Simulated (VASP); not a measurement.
# AlN (P6_3/mmc) in VASP: further runs, part 2 of 2

VASP 6.6.1.

## 3. Single point, PBE

This run uses another cell than the first one, of 9.79 Å³/atom, 1.054 times its volume.

Input file INCAR:

```
PREC = Accurate
ENCUT = 520
EDIFF = 1E-6
ISMEAR = 0
SIGMA = 0.05
LREAL = False
LASPH = True
NELM = 60
ALGO = Normal
ISIF = 2
LWAVE = False
LCHARG = True
GGA = PE
LELF = True
LVHAR = True
NBANDS = 16
```

Input file KPOINTS:

```
Automatic mesh
0
Gamma
  9 9 6
```

Input file POSCAR:

```
AlN
1.0
    3.1478000000      0.0000000000      0.0000000000
   -1.5739000000      2.7260747660      0.0000000000
    0.0000000000      0.0000000000      4.5645000000
Al N
2 2
Direct
    0.3333333333      0.6666666667      0.7500000000
    0.6666666667      0.3333333333      0.2500000000
    0.3333333333      0.6666666667      0.2500000000
    0.6666666667      0.3333333333      0.7500000000
```

Potentials or basis: VASP PAW PBE potentials, release 64 (Al, N).

On the command line:

```bash
> cat potpaw_PBE.64/Al/POTCAR potpaw_PBE.64/N/POTCAR > POTCAR
> mpirun -np 1 vasp_std > vasp.out
```

It took 20 s on 1 thread of Intel Xeon Platinum 8259CL at 2.50GHz (Skylake/Cascade Lake), shared host; peak memory 0.16 GiB.

It converged, with:

```
Free energy            : -29.0011 eV
Pressure               : 13.8 GPa
Band gap on the k mesh : 3.16 eV, direct
```

Stress tensor (GPa, compression positive):
```
22.91  0.00  0.00
 0.00 22.91  0.00
 0.00  0.00 -4.38
```

Levels at points of the mesh, in eV from the valence-band top:
| k point | band 5 | band 6 | band 7 | band 8 | band 9 | band 10 | band 11 | band 12 |
| --- | --- | --- | --- | --- | --- | --- | --- | --- |
| (0.00, 0.00, 0.00) | -3.18 | -2.15 | -2.15 | 0.00 | 3.16 | 5.16 | 9.08 | 9.08 |
| (0.00, 0.00, 0.50) | -2.69 | -2.69 | -2.69 | -2.69 | 5.74 | 5.74 | 9.38 | 9.38 |

## 4. Single point, PBE

This run uses another cell than the first one, of 9.66 Å³/atom, 1.040 times its volume.

INCAR: that of step 3 with these lines changed.

```diff
@@ -11,6 +11,4 @@
 LWAVE = False
-LCHARG = True
+LCHARG = False
 GGA = PE
-LELF = True
-LVHAR = True
 NBANDS = 16
```

Input file KPOINTS:

```
regular mesh
0
Gamma
  9 9 6
```

Input file POSCAR:

```
AlN
1.0
    3.3134793403      0.0000000000      0.0000000000
   -1.6567396702      2.8695572836      0.0000000000
    0.0000000000      0.0000000000      4.0620000000
Al N
2 2
Direct
    0.3333333333      0.6666666667      0.7500000000
    0.6666666667      0.3333333333      0.2500000000
    0.3333333333      0.6666666667      0.2500000000
    0.6666666667      0.3333333333      0.7500000000
```

On the command line:

```bash
> cat potpaw_PBE.64/Al/POTCAR potpaw_PBE.64/N/POTCAR > POTCAR
> mpirun -np 1 vasp_std > vasp.out
```

Run time: 30 s. Hardware: 1 thread of Intel Xeon Platinum 8259CL at 2.50GHz (Skylake/Cascade Lake), shared host; peak memory 0.16 GiB.

Results (log left out):

```yaml
Free_energy: -29.2845 eV
Pressure: 6.0 GPa
Band_gap_on_the_k_mesh: 3.57 eV, direct
```

Stress tensor (GPa, compression positive):
```
4.07 0.00 0.00
0.00 4.07 0.00
0.00 0.00 9.77
```

Levels at points of the mesh, in eV from the valence-band top:
```
           k point  band 5  band 6  band 7  band 8  band 9  band 10  band 11  band 12
(0.00, 0.00, 0.00)   -3.33   -1.48   -1.48    0.00    3.57     4.66     8.36     8.36
(0.00, 0.00, 0.50)   -2.45   -2.45   -2.45   -2.45    5.94     5.94     8.48     8.48
```

## 5. Single point, PBE

This run uses another cell than the first one, of 9.75 Å³/atom, 1.050 times its volume.

INCAR: that of step 4 with these lines changed.

```diff
@@ -7,3 +7,3 @@
 LASPH = True
-NELM = 60
+NELM = 100
 ALGO = Normal
```

KPOINTS is that of step 4.

Input file POSCAR:

```
AlN
1.0
    3.4377000000      0.0000000000      0.0000000000
   -1.7188500000      2.9771355306      0.0000000000
    0.0000000000      0.0000000000      3.8107000000
Al N
2 2
Direct
    0.3333333333      0.6666666667      0.7500000000
    0.6666666667      0.3333333333      0.2500000000
    0.3333333333      0.6666666667      0.2500000000
    0.6666666667      0.3333333333      0.7500000000
```

On the command line:

```bash
> cat potpaw_PBE.64/Al/POTCAR potpaw_PBE.64/N/POTCAR > POTCAR
> mpirun -np 1 vasp_std > vasp.out
```

It took 27 s on 1 thread of Intel Xeon Platinum 8259CL at 2.50GHz (Skylake/Cascade Lake), shared host; peak memory 0.16 GiB.

Results (log left out):

| Item | Value |
| --- | --- |
| Free energy | -28.9994 eV |
| Pressure | 7.4 GPa |
| Band gap on the k mesh | 3.79 eV, direct |

Stress tensor (GPa, compression positive):
```
-3.36  0.00  0.00
 0.00 -3.36  0.00
 0.00  0.00 28.94
```

Levels at points of the mesh, in eV from the valence-band top:
| k point | band 5 | band 6 | band 7 | band 8 | band 9 | band 10 | band 11 | band 12 |
| --- | --- | --- | --- | --- | --- | --- | --- | --- |
| (0.00, 0.00, 0.00) | -3.13 | -0.78 | -0.78 | 0.00 | 3.79 | 4.98 | 8.44 | 8.44 |
| (0.00, 0.00, 0.50) | -2.00 | -2.00 | -2.00 | -2.00 | 6.32 | 6.32 | 8.33 | 8.33 |

## 6. Single point, PBE

This run uses another cell than the first one, of 10.06 Å³/atom, 1.084 times its volume.

Input file INCAR:

```
SYSTEM = AlN
  PREC = Accurate
  ENCUT = 520
  EDIFF = 1E-6
  ISMEAR = 0
  SIGMA = 0.05
  LREAL = .FALSE.
  LASPH = .TRUE.
  NELM = 60
  ALGO = Normal
  ISIF = 2
  LWAVE = .FALSE.
  LCHARG = .FALSE.
  GGA = PE
  NBANDS = 16
```

Input file KPOINTS:

```
Automatic mesh
0
G
  9 9 6
  0 0 0
```

Input file POSCAR:

```
AlN
1.0
    3.1478000000      0.0000000000      0.0000000000
   -1.5739000000      2.7260747660      0.0000000000
    0.0000000000      0.0000000000      4.6901000000
Al N
2 2
Direct
    0.3333333333      0.6666666667      0.7500000000
    0.6666666667      0.3333333333      0.2500000000
    0.3333333333      0.6666666667      0.2500000000
    0.6666666667      0.3333333333      0.7500000000
```

Potentials or basis: VASP PAW PBE potentials, release 64 (Al, N).

On the command line:

```bash
> cat potpaw_PBE.64/Al/POTCAR potpaw_PBE.64/N/POTCAR > POTCAR
> mpirun -np 1 vasp_std > vasp.out
```

OUTCAR:

```text
SYSTEM = AlN
   PREC = Accurate
   ENCUT = 520
   EDIFF = 1E-6
   ISMEAR = 0
   LREAL = .FALSE.
   LASPH = .TRUE.
   NELM = 60
   ISIF = 2
   GGA = PE

 ion  position               nearest neighbor table
   1  0.333  0.667  0.750-   4 1.82   4 1.82   4 1.82   3 2.35   3 2.35   2 2.97   2 2.97   2 2.97
                             2 2.97   2 2.97   2 2.97
   2  0.667  0.333  0.250-   3 1.82   3 1.82   3 1.82   4 2.35   4 2.35   1 2.97   1 2.97   1 2.97
                             1 2.97   1 2.97   1 2.97
   3  0.333  0.667  0.250-   2 1.82   2 1.82   2 1.82   1 2.35   1 2.35
   4  0.667  0.333  0.750-   1 1.82   1 1.82   1 1.82   2 2.35   2 2.35

[... 661 lines left out ...]
  -------------------------------------------------------------------------------------
  Total        4.9125159      4.9125159     -1.8001871      0.0000000     -0.0000000      0.0000000
  in kB      195.5633893    195.5633893    -71.6640312      0.0000000     -0.0000000      0.0000000
  external PRESSURE =     106.4875825 kB  Pullay stress =       0.0000000 kB

 VOLUME and BASIS-vectors are now :
 -----------------------------------------------------------------------------
  energy-cutoff  :      520.00
  volume of cell :       40.25
      direct lattice vectors                 reciprocal lattice vectors
     3.147800000  0.000000000  0.000000000     0.317682191  0.183413898  0.000000000
    -1.573900000  2.726074766  0.000000000     0.000000000  0.366827797  0.000000000
     0.000000000  0.000000000  4.690100000     0.000000000  0.000000000  0.213215070

 POSITION                                       TOTAL-FORCE (eV/Angst)
 -----------------------------------------------------------------------------------
     -0.00000      1.81738      3.51757         0.000000      0.000000      0.000000
      1.57390      0.90869      1.17253        -0.000000     -0.000000      0.000000
     -0.00000      1.81738      1.17253        -0.000000      0.000000      0.000000
      1.57390      0.90869      3.51757         0.000000     -0.000000      0.000000
 -----------------------------------------------------------------------------------
    total drift:                               -0.000000      0.000000     -0.000000

  FREE ENERGIE OF THE ION-ELECTRON SYSTEM (eV)
  ---------------------------------------------------
  free  energy   TOTEN  =       -28.9621076568 eV

  energy  without entropy=      -28.9621076568  energy(sigma->0) =      -28.96210766
```

OSZICAR:

```text
N       E                     dE             d eps       ncg     rms          rms(c)
DAV:   1     0.401244280699E+02    0.40124E+02   -0.73844E+03  1544   0.901E+02
DAV:   2    -0.305144816888E+02   -0.70639E+02   -0.64613E+02  2232   0.187E+02
DAV:   3    -0.338642046698E+02   -0.33497E+01   -0.33387E+01  1784   0.418E+01
DAV:   4    -0.338836032968E+02   -0.19399E-01   -0.19397E-01  1944   0.359E+00
DAV:   5    -0.338838581576E+02   -0.25486E-03   -0.25486E-03  1848   0.411E-01    0.125E+01
DAV:   6    -0.289676081314E+02    0.49163E+01   -0.10272E+01  1848   0.240E+01    0.420E+00
DAV:   7    -0.289776120091E+02   -0.10004E-01   -0.68723E-01  1680   0.595E+00    0.298E+00
DAV:   8    -0.289668086516E+02    0.10803E-01   -0.60571E-02  1640   0.227E+00    0.672E-01
DAV:   9    -0.289615820827E+02    0.52266E-02   -0.11328E-02  1864   0.829E-01    0.252E-01
DAV:  10    -0.289621789823E+02   -0.59690E-03   -0.21457E-03  1632   0.297E-01    0.136E-01
DAV:  11    -0.289621033649E+02    0.75617E-04   -0.17246E-04  1784   0.104E-01    0.279E-02
DAV:  12    -0.289621078175E+02   -0.44527E-05   -0.11113E-05  1656   0.267E-02    0.589E-03
DAV:  13    -0.289621076568E+02    0.16077E-06   -0.29170E-06  1848   0.132E-02
   1 F= -.28962108E+02 E0= -.28962108E+02  d E =-.102362E-13
```

It took 20 s on 1 thread of Intel Xeon Platinum 8259CL at 2.50GHz (Skylake/Cascade Lake), shared host; peak memory 0.16 GiB.

Results:

```
Free energy            : -28.9621 eV
Pressure               : 10.6 GPa
Band gap on the k mesh : 2.93 eV, direct
```

## 7. The runs side by side

| cell | gap on the mesh (eV) | pressure (GPa) |
| --- | --- | --- |
| a = 3.355, b = 3.355, c = 3.811 Å, angles 90.0, 90.0, 120.0°, 4 atoms | 4.01 | 17.9 |
| a = 3.148, b = 3.148, c = 4.564 Å, angles 90.0, 90.0, 120.0°, 4 atoms | 3.16 | 13.8 |
| a = 3.313, b = 3.313, c = 4.062 Å, angles 90.0, 90.0, 120.0°, 4 atoms | 3.57 | 6.0 |
| a = 3.438, b = 3.438, c = 3.811 Å, angles 90.0, 90.0, 120.0°, 4 atoms | 3.79 | 7.4 |
| a = 3.148, b = 3.148, c = 4.690 Å, angles 90.0, 90.0, 120.0°, 4 atoms | 2.93 | 10.6 |

Alike in all rows: task single point; level PBE; potentials or basis VASP PAW PBE potentials, release 64 (Al, N); no spin polarisation; k mesh 9 × 9 × 6; cutoff (eV) 520; smearing gaussian 0.05 eV.

Total energies depend on the potentials used, so only differences within one code and one set of settings carry meaning.
